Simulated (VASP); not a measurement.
# Nb (Fm-3m) in VASP: relaxation of cell and atoms with PBEsol

Aim: the relaxation of cell and atoms of Nb with PBEsol.

Everything below comes from runs of VASP 6.6.1. Logs are shortened: lines on timing, memory, paths and dates and some standing lists are left out, and cuts for length are marked.

## (1) The cell of the first run

The structure is cubic, space group Fm-3m (No. 225). The conventional cell has a = 4.121 Å, b = 4.121 Å, c = 4.121 Å, α = 90.00°, β = 90.00°, γ = 90.00°. Nb (site symmetry m-3m) has 12 Nb at 2.91 Å within 3.8 Å.

## (2) Relaxation of cell and atoms, PBEsol

The input, INCAR:

```
  ALGO = Normal
  EDIFF = 1E-6
  EDIFFG = -0.005
  ENCUT = 600
  GGA = PS
  IBRION = 2
  ISIF = 3
  ISMEAR = -1
  LASPH = True
  LCHARG = False
  LREAL = False
  LWAVE = False
  NELM = 100
  NSW = 60
  PREC = Accurate
  SIGMA = 0.05
```

The input, KPOINTS:

```
k-points
0
Gamma
  16 16 16
```

The input, POSCAR:

```
Nb
1.0
    0.0000000000      2.0603678609      2.0603678609
    2.0603678609      0.0000000000      2.0603678609
    2.0603678609      2.0603678609      0.0000000000
Nb
1
Direct
    0.0000000000      0.0000000000      0.0000000000
```

Potentials or basis: VASP PAW PBE potentials, release 64 (Nb_sv).

Run with:

```bash
> cat potpaw_PBE.64/Nb_sv/POTCAR > POTCAR
> mpirun -np 1 vasp_std > vasp.out
```

OUTCAR:

```text
EDIFF = 1E-6
   EDIFFG = -0.005
   ENCUT = 600
   GGA = PS
   IBRION = 2
   ISIF = 3
   ISMEAR = -1
   LASPH = True
   LREAL = False
   NELM = 100
   NSW = 60
   PREC = Accurate

 ion  position               nearest neighbor table
   1  0.000  0.000  0.000-

  LATTYP: Found a face centered cubic cell.
 ALAT       =     4.1207357218

  Lattice vectors:

 A1 = (   0.0000000000,   2.0603678609,   2.0603678609)
 A2 = (   2.0603678609,   0.0000000000,   2.0603678609)
 A3 = (   2.0603678609,   2.0603678609,   0.0000000000)

Analysis of symmetry for initial positions (statically):
=====================================================================
 Subroutine PRICEL returns:
 Original cell was already a primitive cell.

 Routine SETGRP: Setting up the symmetry group for a
 face centered cubic supercell.

 Subroutine GETGRP returns: Found 48 space group operations
 (whereof 48 operations were pure point group operations)
 out of a pool of 48 trial point group operations.

The static configuration has the point symmetry O_h .

Analysis of symmetry for dynamics (positions and initial velocities):
=====================================================================
 Subroutine PRICEL returns:
 Original cell was already a primitive cell.

 Routine SETGRP: Setting up the symmetry group for a
 face centered cubic supercell.

 Subroutine GETGRP returns: Found 48 space group operations
 (whereof 48 operations were pure point group operations)
 out of a pool of 48 trial point group operations.

The dynamic configuration has the point symmetry O_h .

 Subroutine INISYM returns: Found 48 space group operations
 (whereof 48 operations are pure point group operations),
 and found     1 'primitive' translations

----------------------------------------------------------------------------------------

                                     Primitive cell

  volume of cell :      17.4930

  direct lattice vectors                    reciprocal lattice vectors
     0.000000000  2.060367861  2.060367861    -0.242675111  0.242675111  0.242675111
     2.060367861  0.000000000  2.060367861     0.242675111 -0.242675111  0.242675111
     2.060367861  2.060367861  0.000000000     0.242675111  0.242675111 -0.242675111

  length of vectors
     2.913800172  2.913800172  2.913800172     0.420325623  0.420325623  0.420325623

  position of ions in fractional coordinates (direct lattice)
     0.000000000  0.000000000  0.000000000

  ion indices of the primitive-cell ions
   primitive index   ion index
                 1           1

----------------------------------------------------------------------------------------

 KPOINTS: k-points

Automatic generation of k-mesh.
 Grid dimensions read from file:
 generate k-points for:   16   16   16

 Generating k-lattice:

  Cartesian coordinates                     Fractional coordinates (reciprocal lattice)
    -0.015167194  0.015167194  0.015167194     0.062500000  0.000000000  0.000000000
     0.015167194 -0.015167194  0.015167194     0.000000000  0.062500000  0.000000000
     0.015167194  0.015167194 -0.015167194     0.000000000  0.000000000  0.062500000

  Length of vectors
     0.026270351  0.026270351  0.026270351

  Shift w.r.t. Gamma in fractional coordinates (k-lattice)
     0.000000000  0.000000000  0.000000000

 Subroutine IBZKPT returns following result:
 ===========================================

 Found    145 irreducible k-points:

 Following reciprocal coordinates:
            Coordinates               Weight
  0.000000  0.000000  0.000000      1.000000
  0.062500  0.000000  0.000000      8.000000
  0.125000  0.000000  0.000000      8.000000
  0.187500  0.000000  0.000000      8.000000
  0.250000  0.000000  0.000000      8.000000
  0.312500  0.000000  0.000000      8.000000
[... 16 lines left out ...]
 -0.125000  0.062500  0.000000     24.000000
 -0.062500  0.062500  0.000000     12.000000
 [... further k-points ...]
   k-points           NKPTS =    145   k-points in BZ     NKDIM =    145   number of bands    NBANDS=     10
   number of dos      NEDOS =    301   number of ions     NIONS =      1
   total plane-waves  NPLWV =  13824
   dimension x,y,z NGX =    24 NGY =   24 NGZ =   24
   dimension x,y,z NGXF=    48 NGYF=   48 NGZF=   48
   ions per type =               1
   NGX,Y,Z   is equivalent  to a cutoff of  13.69, 13.69, 13.69 a.u.
   NGXF,Y,Z  is equivalent  to a cutoff of  27.39, 27.39, 27.39 a.u.
 SYSTEM =  unknown system
   PREC   = accura    normal or accurate (medium, high low for compatibility)
   ISTART =      0    job   : 0-new  1-cont  2-samecut
   ICHARG =      2    charge: 1-file 2-atom 10-const
   ISPIN  =      1    spin polarized calculation?
   LNONCOLLINEAR =      F non collinear calculations
   LSORBIT =      F    spin-orbit coupling
   LASPH  =      T    aspherical Exc in radial PAW
   ENCUT  =  600.0 eV  44.10 Ry    6.64 a.u.   5.82  5.82  5.82*2*pi/ulx,y,z
   NELM   =    100;   NELMIN=  2; NELMDL= -5     # of ELM steps
   EDIFF  = 0.1E-05   stopping-criterion for ELM
   LREAL  =      F    real-space projection
   EDIFFG = -.5E-02   stopping-criterion for IOM
   NSW    =     60    number of steps for IOM
   IBRION =      2    ionic relax: 0-MD 1-quasi-New 2-CG
   NFREE  =      1    steps in history (QN), initial steepest desc. (CG)
   ISIF   =      3    stress and relaxation
   ISYM   =      2    0-nonsym 1-usesym 2-fastsym
   POTIM  = 0.5000    time-step for ionic-motion
   TEBEG  =    0.0;   TEEND  =   0.0 temperature during run
   PSTRESS=    0.0 pullay stress
   NELECT =      13.0000    total number of electrons
   NUPDOWN=      -1.0000    fix difference up-down
   EMIN   =  10.00;   EMAX   =-10.00  energy-range for DOS
   EFERMI =   0.00;   METHOD = LEGACY
   ISMEAR =    -1;   SIGMA  =   0.05  broadening in eV -4-tet -1-fermi 0-gaus
   EFERMI_NEDOS =   21; number of points for ismear=-14 and -15
   IALGO  =     38    algorithm
   IMIX   =      4    mixing-type and parameters
     AMIX     =   0.40;   BMIX     =  1.00
     AMIX_MAG =   1.60;   BMIX_MAG =  1.00
  volume/ion in A,a.u.               =      17.49       118.05
  Fermi-wavevector in a.u.,A,eV,Ry     =   1.482864  2.802206 29.917636  2.198884
  Thomas-Fermi vector in A             =   2.596597
   LORBIT       =      0    0 simple, 1 ext, 2 COOP (PROOUT), +10 PAW based schemes
   GGA     = PS    functional components
   LHFCALC =     F    Hartree Fock is set to
   AEXX    =    0.0000 exact exchange contribution
   IVDW    =     0    specifies the selected vdW correction
   LEPSILON=     F    determine dielectric tensor
   LRPA    =     F    only Hartree local field effects (RPA)
 conjugate gradient relaxation of ions
 non-spin polarized calculation
  energy-cutoff  :      600.00
  volume of cell :       17.49
 maximum number of plane-waves:       604
   NGX = 11   NGY = 11   NGZ = 11

--------------------------------------- Ionic step        1  -------------------------------------------

 number of electron      13.0000000 magnetization

 Free energy of the ion-electron system (eV)
  ---------------------------------------------------
  ext. energy  EPLUGINS =         0.00000000
  ---------------------------------------------------
  free energy    TOTEN  =       -10.59839462 eV

  energy without entropy =      -10.58563392  energy(sigma->0) =      -10.59201427

------------------------ aborting loop because EDIFF is reached ----------------------------------------

  FORCE on cell =-STRESS in cart. coord.  units (eV):
  Direction    XX          YY          ZZ          XY          YZ          ZX
  --------------------------------------------------------------------------------------
  -------------------------------------------------------------------------------------
  Total        0.7063393      0.7063393      0.7063393      0.0000000     -0.0000000      0.0000000
  in kB       64.6933514     64.6933514     64.6933514      0.0000000     -0.0000000      0.0000000
  external PRESSURE =      64.6933514 kB  Pullay stress =       0.0000000 kB
[... 90 lines left out ...]
  energy  without entropy=      -10.5976052551  energy(sigma->0) =      -10.60408757

--------------------------------------- Ionic step        4  -------------------------------------------

 number of electron      13.0000000 magnetization

 Free energy of the ion-electron system (eV)
  ---------------------------------------------------
  ext. energy  EPLUGINS =         0.00000000
  ---------------------------------------------------
  free energy    TOTEN  =       -10.61057446 eV

  energy without entropy =      -10.59761289  energy(sigma->0) =      -10.60409368

 E-fermi :  11.3281     XC(G=0): -12.6031

 val. band max:       11.3272835312   @ k =   0.5000   0.2500   0.0000
 cond. band min:      11.3320861311   @ k =  -0.4375   0.0625   0.0000
 fundamental gap:      0.0048025999
 Fermi energy:        11.3280727686

 k-point     1 :       0.0000    0.0000    0.0000
  band No.  band energies     occupation
      1     -43.3225      2.00000
      2     -18.6592      2.00000
      3     -18.6592      2.00000
      4     -18.6592      2.00000
      5       4.9958      2.00000
      6      11.4117      0.31629
      7      11.4117      0.31629
      8      11.4117      0.31629
      9      14.1369      0.00000
     10      14.1369      0.00000
[... 287 lines left out ...]
 k-point    24 :      -0.0625    0.0625    0.0000
  band No.  band energies     occupation
      1     -43.3005      2.00000
      2     -18.7908      2.00000
      3     -18.6971      2.00000
      4     -18.6678      2.00000
      5       5.3947      2.00000
      6      11.0893      1.98326
      7      11.5817      0.01246
      8      11.6254      0.00521
      9      13.8234      0.00000
     10      14.1374      0.00000

 [... further k-points ...]
[... 5 lines left out ...]
  --------------------------------------------------------------------------------------
  -------------------------------------------------------------------------------------
  Total        0.0002796      0.0002796      0.0002796      0.0000000     -0.0000000      0.0000000
  in kB        0.0247356      0.0247356      0.0247356      0.0000000     -0.0000000      0.0000000
  external PRESSURE =       0.0247356 kB  Pullay stress =       0.0000000 kB
[... 16 lines left out ...]
  FREE ENERGIE OF THE ION-ELECTRON SYSTEM (eV)
  ---------------------------------------------------
  free  energy   TOTEN  =       -10.6105744635 eV

  energy  without entropy=      -10.5976128940  energy(sigma->0) =      -10.60409368

 reached required accuracy - stopping structural energy minimisation
```

Run time: 50 s. Hardware: 1 thread of AMD EPYC 9R45 (Zen 5), shared host; peak memory 0.14 GiB.

Results:

```yaml
Free_energy: -10.6106 eV
Relaxed_volume: 18.11 Å³/atom
Relaxed_cell: a = 2.948 Å, b = 2.948 Å, c = 2.948 Å, α = 60.00°, β = 60.00°, γ = 60.00°
Space_group_after_relaxing_to_0.05_Å: Fm-3m (No. 225)
Energy_gained_by_relaxing: 12.2 meV/atom
Ionic_steps: 4
Pressure_after_relaxing: 0.0 GPa
```

The path:
| step | energy change (eV) | largest force (eV/Å) | pressure (GPa) | volume (Å³) |
| --- | --- | --- | --- | --- |
| 1 | 0.0000 | 0.0000 | 6.47 | 17.49 |
| 2 | 0.0292 | 0.0000 | -10.24 | 19.34 |
| 3 | -0.0122 | 0.0000 | -0.10 | 18.12 |
| 4 | -0.0122 | 0.0000 | 0.00 | 18.11 |

Final structure:
```
Nb
1.0
     0.00000    2.08438    2.08438
     2.08438    0.00000    2.08438
     2.08438    2.08438    0.00000
Nb
1
Direct
  0.00000 0.00000 0.00000
```

Levels at points of the mesh, in eV from the Fermi level:
```
           k point  band 3  band 4  band 5  band 6  band 7  band 8  band 9  band 10
(0.00, 0.00, 0.00)  -29.99  -29.99   -6.33    0.08    0.08    0.08    2.81     2.81
(0.50, 0.00, 0.00)  -30.16  -30.16   -3.98   -0.12   -0.12    1.51    4.90     4.90
(0.50, 0.50, 0.00)  -30.46  -30.46   -4.26   -3.50    3.80    4.87    5.50     5.50
```

Caveat: the PAW data sets were made with another functional, which shifts forces and pressure a little.
